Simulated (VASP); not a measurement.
# Sn2TeO3 (P4/mmm) in VASP: further runs

Runs on Sn2TeO3. Level: PBE. Tasks: relaxation of cell and atoms, single point.

Everything below comes from runs of VASP 6.6.1. Logs are shortened: lines on timing, memory, paths and dates and some standing lists are left out, and cuts for length are marked.

## (1) The cell of the first run

It takes space group P4/mmm (No. 123, tetragonal). Conventional cell: a = 3.553 Å, b = 3.553 Å, c = 11.252 Å, α = 90.00°, β = 90.00°, γ = 90.00°. Sn (site symmetry 4mm) has 8 O at 3.06 to 3.13 Å and 5 Sn at 3.55 to 3.75 Å and 1 Te at 3.75 Å within 4.0 Å. Te (site symmetry 4/mmm) has 8 O at 3.22 Å and 4 Te at 3.55 Å and 2 Sn at 3.75 Å within 4.2 Å. O (site symmetry 4mm) has 4 Sn at 3.06 Å and 4 Te at 3.22 Å and 6 O at 3.55 to 4.02 Å within 4.1 Å. Within 4.1 Å of O (site symmetry 4/mmm) lie 8 Sn at 3.13 Å and 6 O at 3.55 to 3.62 Å.

The cell was generated, and may not be a known phase.

## (2) Relaxation of cell and atoms, PBE

INCAR

```
  PREC = Accurate
  ENCUT = 600
  EDIFF = 1E-6
  ISMEAR = 0
  SIGMA = 0.1
  LREAL = False
  LASPH = True
  NELM = 60
  ALGO = Normal
  ISIF = 3
  LWAVE = False
  LCHARG = False
  GGA = PE
  IBRION = 2
  NSW = 90
  EDIFFG = -0.04
```

KPOINTS

```
regular mesh
0
Gamma
  6 6 2
```

POSCAR

```
Sn2TeO3
1.0
    3.5534982200      0.0000000000      0.0000000000
    0.0000000000      3.5534982200      0.0000000000
    0.0000000000      0.0000000000     11.2522007900
Sn Te O
2 1 3
Direct
    0.0000000000      0.0000000000      0.3334420000
    0.0000000000      0.0000000000      0.6665580000
    0.0000000000      0.0000000000      0.0000000000
    0.5000000000      0.5000000000      0.1787200000
    0.5000000000      0.5000000000      0.5000000000
    0.5000000000      0.5000000000      0.8212800000
```

Potentials or basis: VASP PAW PBE potentials, release 64 (Sn_d, Te, O).

Launch:

```
> cat potpaw_PBE.64/Sn_d/POTCAR potpaw_PBE.64/Te/POTCAR potpaw_PBE.64/O/POTCAR > POTCAR
> mpirun -np 1 vasp_std > vasp.out
```

OUTCAR:

```text
PREC = Accurate
   ENCUT = 600
   EDIFF = 1E-6
   ISMEAR = 0
   LREAL = False
   LASPH = True
   NELM = 60
   ISIF = 3
   GGA = PE
   IBRION = 2
   NSW = 90
   EDIFFG = -0.04

 ion  position               nearest neighbor table
   1  0.000  0.000  0.333-   2 3.75
   2  0.000  0.000  0.667-   1 3.75
   3  0.000  0.000  0.000-
   4  0.500  0.500  0.179-
   5  0.500  0.500  0.500-
   6  0.500  0.500  0.821-

  LATTYP: Found a simple tetragonal cell.
 ALAT       =     3.5534982200
 C/A-ratio  =     3.1665136982

  Lattice vectors:

 A1 = (   3.5534982200,   0.0000000000,   0.0000000000)
 A2 = (   0.0000000000,   3.5534982200,   0.0000000000)
 A3 = (   0.0000000000,   0.0000000000,  11.2522007900)

Analysis of symmetry for initial positions (statically):
=====================================================================
 Subroutine PRICEL returns:
 Original cell was already a primitive cell.

 Routine SETGRP: Setting up the symmetry group for a
 simple tetragonal supercell.

 Subroutine GETGRP returns: Found 16 space group operations
 (whereof 16 operations were pure point group operations)
 out of a pool of 16 trial point group operations.

The static configuration has the point symmetry D_4h.

Analysis of symmetry for dynamics (positions and initial velocities):
=====================================================================
 Subroutine PRICEL returns:
 Original cell was already a primitive cell.

 Routine SETGRP: Setting up the symmetry group for a
 simple tetragonal supercell.

 Subroutine GETGRP returns: Found 16 space group operations
 (whereof 16 operations were pure point group operations)
 out of a pool of 16 trial point group operations.

The dynamic configuration has the point symmetry D_4h.

 Subroutine INISYM returns: Found 16 space group operations
 (whereof 16 operations are pure point group operations),
 and found     1 'primitive' translations

----------------------------------------------------------------------------------------

                                     Primitive cell

  volume of cell :     142.0855

  direct lattice vectors                    reciprocal lattice vectors
     3.553498220  0.000000000  0.000000000     0.281412833  0.000000000  0.000000000
     0.000000000  3.553498220  0.000000000     0.000000000  0.281412833  0.000000000
     0.000000000  0.000000000 11.252200790     0.000000000  0.000000000  0.088871503

  length of vectors
     3.553498220  3.553498220 11.252200790     0.281412833  0.281412833  0.088871503

  position of ions in fractional coordinates (direct lattice)
     0.000000000  0.000000000  0.333442000
     0.000000000  0.000000000  0.666558000
     0.000000000  0.000000000  0.000000000
     0.500000000  0.500000000  0.178720000
     0.500000000  0.500000000  0.500000000
     0.500000000  0.500000000  0.821280000

  ion indices of the primitive-cell ions
   primitive index   ion index
                 1           1
                 2           2
                 3           3
                 4           4
                 5           5
                 6           6

----------------------------------------------------------------------------------------

 KPOINTS: regular mesh

Automatic generation of k-mesh.
 Grid dimensions read from file:
 generate k-points for:    6    6    2

 Generating k-lattice:

  Cartesian coordinates                     Fractional coordinates (reciprocal lattice)
     0.046902139  0.000000000  0.000000000     0.166666667  0.000000000  0.000000000
     0.000000000  0.046902139  0.000000000     0.000000000  0.166666667  0.000000000
     0.000000000  0.000000000  0.044435752     0.000000000  0.000000000  0.500000000

  Length of vectors
     0.046902139  0.046902139  0.044435752

  Shift w.r.t. Gamma in fractional coordinates (k-lattice)
     0.000000000  0.000000000  0.000000000

 Subroutine IBZKPT returns following result:
 ===========================================

 Found     20 irreducible k-points:

 Following reciprocal coordinates:
            Coordinates               Weight
  0.000000  0.000000  0.000000      1.000000
  0.166667  0.000000  0.000000      4.000000
  0.333333  0.000000  0.000000      4.000000
  0.500000  0.000000  0.000000      2.000000
  0.166667  0.166667  0.000000      4.000000
  0.333333  0.166667  0.000000      8.000000
[... 12 lines left out ...]
  0.500000  0.333333  0.500000      4.000000
  0.500000  0.500000  0.500000      1.000000
   k-points           NKPTS =     20   k-points in BZ     NKDIM =     20   number of bands    NBANDS=     31
   number of dos      NEDOS =    301   number of ions     NIONS =      6
   total plane-waves  NPLWV =  70560
   dimension x,y,z NGX =    28 NGY =   28 NGZ =   90
   dimension x,y,z NGXF=    56 NGYF=   56 NGZF=  180
   ions per type =               2   1   3
   NGX,Y,Z   is equivalent  to a cutoff of  13.10, 13.10, 13.30 a.u.
   NGXF,Y,Z  is equivalent  to a cutoff of  26.20, 26.20, 26.59 a.u.
 SYSTEM =  unknown system
   PREC   = accura    normal or accurate (medium, high low for compatibility)
   ISTART =      0    job   : 0-new  1-cont  2-samecut
   ICHARG =      2    charge: 1-file 2-atom 10-const
   ISPIN  =      1    spin polarized calculation?
   LNONCOLLINEAR =      F non collinear calculations
   LSORBIT =      F    spin-orbit coupling
   LASPH  =      T    aspherical Exc in radial PAW
   ENCUT  =  600.0 eV  44.10 Ry    6.64 a.u.   7.10  7.10 22.47*2*pi/ulx,y,z
   NELM   =     60;   NELMIN=  2; NELMDL= -5     # of ELM steps
   EDIFF  = 0.1E-05   stopping-criterion for ELM
   LREAL  =      F    real-space projection
   EDIFFG = -.4E-01   stopping-criterion for IOM
   NSW    =     90    number of steps for IOM
   IBRION =      2    ionic relax: 0-MD 1-quasi-New 2-CG
   NFREE  =      1    steps in history (QN), initial steepest desc. (CG)
   ISIF   =      3    stress and relaxation
   ISYM   =      2    0-nonsym 1-usesym 2-fastsym
   POTIM  = 0.5000    time-step for ionic-motion
   TEBEG  =    0.0;   TEEND  =   0.0 temperature during run
   PSTRESS=    0.0 pullay stress
   NELECT =      52.0000    total number of electrons
   NUPDOWN=      -1.0000    fix difference up-down
   EMIN   =  10.00;   EMAX   =-10.00  energy-range for DOS
   EFERMI =   0.00;   METHOD = LEGACY
   ISMEAR =     0;   SIGMA  =   0.10  broadening in eV -4-tet -1-fermi 0-gaus
   EFERMI_NEDOS =   21; number of points for ismear=-14 and -15
   IALGO  =     38    algorithm
   IMIX   =      4    mixing-type and parameters
     AMIX     =   0.40;   BMIX     =  1.00
     AMIX_MAG =   1.60;   BMIX_MAG =  1.00
  volume/ion in A,a.u.               =      23.68       159.81
  Fermi-wavevector in a.u.,A,eV,Ry     =   1.171007  2.212882 18.657080  1.371257
  Thomas-Fermi vector in A             =   2.307457
   LORBIT       =      0    0 simple, 1 ext, 2 COOP (PROOUT), +10 PAW based schemes
   GGA     = PE    functional components
   LHFCALC =     F    Hartree Fock is set to
   AEXX    =    0.0000 exact exchange contribution
   IVDW    =     0    specifies the selected vdW correction
   LEPSILON=     F    determine dielectric tensor
   LRPA    =     F    only Hartree local field effects (RPA)
 conjugate gradient relaxation of ions
 non-spin polarized calculation
 Gauss-broadening in eV      SIGMA  =   0.10
  energy-cutoff  :      600.00
  volume of cell :      142.09
 maximum number of plane-waves:      4766
   NGX = 15   NGY = 15   NGZ = 45

--------------------------------------- Ionic step        1  -------------------------------------------

 number of electron      52.0000034 magnetization

 Free energy of the ion-electron system (eV)
  ---------------------------------------------------
  ext. energy  EPLUGINS =         0.00000000
  ---------------------------------------------------
  free energy    TOTEN  =       -23.28498738 eV

  energy without entropy =      -23.26504196  energy(sigma->0) =      -23.27501467

 E-fermi :   3.0812     XC(G=0):  -9.1971

 val. band max:        3.0799846898   @ k =   0.3333   0.3333   0.5000
 cond. band min:       3.1832916024   @ k =   0.1667   0.0000   0.0000
 fundamental gap:      0.1033069127
 Fermi energy:         3.0811893649

 k-point     1 :       0.0000    0.0000    0.0000
  band No.  band energies     occupation
      1     -18.4730      2.00000
      2     -18.4721      2.00000
      3     -18.4379      2.00000
      4     -18.4163      2.00000
      5     -18.3737      2.00000
      6     -18.3737      2.00000
[... 782 lines left out ...]
  FREE ENERGIE OF THE ION-ELECTRON SYSTEM (eV)
  ---------------------------------------------------
  free  energy   TOTEN  =       -27.1951402971 eV

  energy  without entropy=      -27.1871523736  energy(sigma->0) =      -27.19114634

 E-fermi :   6.3609     XC(G=0): -10.2154

 val. band max:        6.3459794368   @ k =   0.1667   0.1667   0.5000
 cond. band min:       6.3636707088   @ k =   0.1667   0.0000   0.5000
 fundamental gap:      0.0176912720
 Fermi energy:         6.3608733621

 k-point     1 :       0.0000    0.0000    0.0000
  band No.  band energies     occupation
      1     -15.5467      2.00000
      2     -15.5429      2.00000
      3     -15.4321      2.00000
      4     -15.3782      2.00000
      5     -15.1127      2.00000
      6     -15.1127      2.00000
[... 669 lines left out ...]
     30       9.4997      0.00000
     31       9.5844      0.00000

[... ionic steps 4 to 38 ...]

--------------------------------------- Ionic step       39  -------------------------------------------

 number of electron      52.0000029 magnetization

------------------------ aborting loop because EDIFF is reached ----------------------------------------

  FORCE on cell =-STRESS in cart. coord.  units (eV):
  Direction    XX          YY          ZZ          XY          YZ          ZX
  --------------------------------------------------------------------------------------
  -------------------------------------------------------------------------------------
  Total       -0.0519125     -0.0519125      0.1133080      0.0000000     -0.0000000     -0.0000000
  in kB       -0.7187578     -0.7187578      1.5688142      0.0000000     -0.0000000     -0.0000000
  external PRESSURE =       0.0437662 kB  Pullay stress =       0.0000000 kB
[... 65 lines left out ...]
  energy  without entropy=      -28.2713048169  energy(sigma->0) =      -28.27864660

--------------------------------------- Ionic step       41  -------------------------------------------

 number of electron      52.0000029 magnetization

 Free energy of the ion-electron system (eV)
  ---------------------------------------------------
  ext. energy  EPLUGINS =         0.00000000
  ---------------------------------------------------
  free energy    TOTEN  =       -28.28618435 eV

  energy without entropy =      -28.27141181  energy(sigma->0) =      -28.27879808

 E-fermi :   5.3636     XC(G=0):  -9.6642

 val. band max:        5.3342745491   @ k =   0.1667   0.1667   0.5000
 cond. band min:       5.4280628705   @ k =   0.1667   0.1667   0.5000
 fundamental gap:      0.0937883214
 Fermi energy:         5.3636112446

 k-point     1 :       0.0000    0.0000    0.0000
  band No.  band energies     occupation
      1     -16.4720      2.00000
      2     -16.4687      2.00000
      3     -16.3957      2.00000
      4     -16.3482      2.00000
      5     -16.0853      2.00000
      6     -16.0853      2.00000
[... 702 lines left out ...]
  FREE ENERGIE OF THE ION-ELECTRON SYSTEM (eV)
  ---------------------------------------------------
  free  energy   TOTEN  =       -28.2861843533 eV

  energy  without entropy=      -28.2714118120  energy(sigma->0) =      -28.27879808

 reached required accuracy - stopping structural energy minimisation
```

Run time: 22 min. Hardware: 1 thread of Intel Xeon 6975P-C (Granite Rapids), shared host; peak memory 0.34 GiB.

Results:

```
Free energy                           : -28.2862 eV
Relaxed volume                        : 19.30 Å³/atom
Relaxed cell                          : a = 3.013 Å, b = 3.013 Å, c = 12.755 Å, α = 90.00°, β = 90.00°, γ = 90.00°
Space group after relaxing (to 0.1 Å) : P4/mmm (No. 123)
Energy gained by relaxing             : 833.5 meV/atom
Ionic steps                           : 41
Pressure after relaxing               : 0.0 GPa
Largest force after relaxing          : 0.010 eV/Å
Band gap on the k mesh                : zero (bands 26 and 27 overlap by 1.19 eV)
```

Forces in eV/Å, atoms in the order of the input:
```
Sn   0.000  0.000 -0.010
Sn   0.000  0.000  0.010
Te   0.000  0.000  0.000
O    0.000  0.000  0.009
O    0.000  0.000  0.000
O    0.000  0.000 -0.009
```

Stress tensor (GPa, compression positive):
```
 0.00  0.00  0.00
 0.00  0.00  0.00
 0.00  0.00 -0.08
```

Step by step:
| step | energy change (eV) | largest force (eV/Å) | pressure (GPa) | volume (Å³) |
| --- | --- | --- | --- | --- |
| 1 | 0.0000 | 0.6767 | -16.03 | 142.09 |
| 3 | -3.9102 | 0.6901 | -0.12 | 91.99 |
| 5 | -3.9564 | 0.6257 | 1.03 | 91.09 |
| 7 | -4.4088 | 0.7953 | 3.36 | 90.69 |
| 9 | -4.5920 | 0.2554 | 5.65 | 90.48 |
| 11 | -4.6326 | 0.3425 | 6.13 | 91.14 |
| 13 | -4.6845 | 0.6563 | 1.32 | 98.07 |
| 15 | -4.7297 | 0.4867 | 1.95 | 96.34 |
| 17 | -4.7417 | 0.4700 | -3.55 | 101.95 |
| 19 | -4.7945 | 0.1995 | -0.69 | 98.91 |
| 21 | -4.8049 | 0.2376 | 0.52 | 98.09 |
| 23 | -4.8285 | 0.3274 | 0.13 | 99.05 |
| 25 | -4.8225 | 0.8900 | -0.97 | 103.36 |
| 27 | -4.8571 | 0.5162 | -0.33 | 101.22 |
| 29 | -4.8951 | 0.4496 | 0.75 | 102.12 |
| 31 | -4.9207 | 0.3250 | 2.32 | 104.00 |
| 33 | -4.9871 | 0.1654 | 1.08 | 110.89 |
| 35 | -4.9982 | 0.0831 | 0.69 | 115.56 |
| 37 | -5.0005 | 0.0668 | 0.21 | 115.61 |
| 39 | -5.0007 | 0.0798 | 0.00 | 115.72 |
| 41 | -5.0012 | 0.0100 | -0.03 | 115.81 |

Final structure:
```
Sn Te O
1.0
     3.01326    0.00000    0.00000
     0.00000    3.01326    0.00000
     0.00000    0.00000   12.75489
Sn Te O
2 1 3
Cartesian
  0.0000 0.0000 4.6739
  0.0000 0.0000 8.0810
  0.0000 0.0000 0.0000
  1.5066 1.5066 3.7471
  1.5066 1.5066 6.3774
  1.5066 1.5066 9.0078
```

Levels at points of the mesh, in eV from the Fermi level:
```csv
k point,band 24,band 25,band 26,band 27,band 28,band 29
"(0.00, 0.00, 0.00)",-1.55,-1.52,-1.13,1.34,3.07,3.07
"(0.50, 0.00, 0.00)",-1.25,-1.11,-0.38,1.47,2.04,3.23
"(0.50, 0.50, 0.00)",-3.20,-2.21,-2.12,-1.01,0.99,2.56
"(0.00, 0.00, 0.50)",-1.55,-1.55,-1.19,1.42,3.07,3.07
"(0.50, 0.00, 0.50)",-1.23,-1.05,-0.45,1.48,2.00,3.29
"(0.50, 0.50, 0.50)",-3.20,-2.21,-2.11,-1.01,0.95,2.64
```

Caveat: the volume moved by over 15 % at a fixed basis, so the end points are rough; spin-orbit coupling is left out, which moves the levels of the heavy elements.

## (3) Single point, PBE

This run uses another cell than the first one, of 19.65 Å³/atom.

INCAR

```
PREC = Accurate ; ENCUT = 520
EDIFF = 1E-7 ; ISMEAR = 0
SIGMA = 0.1 ; LREAL = F
LASPH = T ; NELM = 100
ALGO = Normal ; ISIF = 2
LWAVE = F ; LCHARG = F
GGA = PE ; NBANDS = 35
```

KPOINTS

```
regular mesh
0
Gamma
  12 12 4
```

POSCAR

```
Sn2TeO3
1.0
    3.0033823036      0.0000000000      0.0000000000
    0.0000000000      3.0033823036      0.0000000000
    0.0000000000      0.0000000000     13.0710729470
Sn Te O
2 1 3
Direct
    0.0000000000      0.0000000000      0.3685485249
    0.0000000000      0.0000000000      0.6314514751
    0.0000000000      0.0000000000      0.0000000000
    0.5000000000      0.5000000000      0.2964592505
    0.5000000000      0.5000000000      0.5000000000
    0.5000000000      0.5000000000      0.7035407495
```

Potentials or basis: VASP PAW PBE potentials, release 64 (Sn_d, Te, O).

Launch:

```
> cat potpaw_PBE.64/Sn_d/POTCAR potpaw_PBE.64/Te/POTCAR potpaw_PBE.64/O/POTCAR > POTCAR
> mpirun -np 1 vasp_std > vasp.out
```

It took 2.5 min on 1 thread of Intel Xeon 6975P-C (Granite Rapids), shared host; peak memory 0.44 GiB.

Results (log left out):

```yaml
Free_energy: -28.2849 eV
Pressure: 0.1 GPa
Largest_force: 0.023 eV/Å
Band_gap_on_the_k_mesh: zero (bands 26 and 27 overlap by 1.47 eV)
```

Forces on the atoms (eV/Å):
```
Sn   0.000  0.000  0.014
Sn   0.000  0.000 -0.014
Te   0.000  0.000  0.000
O    0.000  0.000 -0.023
O    0.000  0.000  0.000
O    0.000  0.000  0.023
```

Stress tensor (GPa, compression positive):
```
 0.10  0.00  0.00
 0.00  0.10  0.00
 0.00  0.00 -0.01
```

Levels at points of the mesh, in eV from the Fermi level:
```csv
k point,band 23,band 24,band 25,band 26,band 27,band 28,band 29,band 30
"(0.00, 0.00, 0.00)",-1.63,-1.55,-1.55,-1.12,1.40,3.29,3.29,4.56
"(0.50, 0.00, 0.00)",-1.33,-1.32,-0.98,-0.46,1.42,2.04,3.24,4.94
"(0.50, 0.50, 0.00)",-3.22,-3.10,-2.22,-2.07,-1.09,1.15,2.64,3.32
"(0.00, 0.00, 0.50)",-1.60,-1.55,-1.55,-1.18,1.46,3.29,3.29,4.22
"(0.50, 0.00, 0.50)",-1.33,-1.31,-0.92,-0.53,1.43,2.01,3.28,4.91
"(0.50, 0.50, 0.50)",-3.22,-3.10,-2.22,-2.07,-1.09,1.13,2.70,3.32
```

Caveat: spin-orbit coupling is left out, which moves the levels of the heavy elements.

The gap in the log of VASP goes by the Fermi energy; the results here count the filled bands.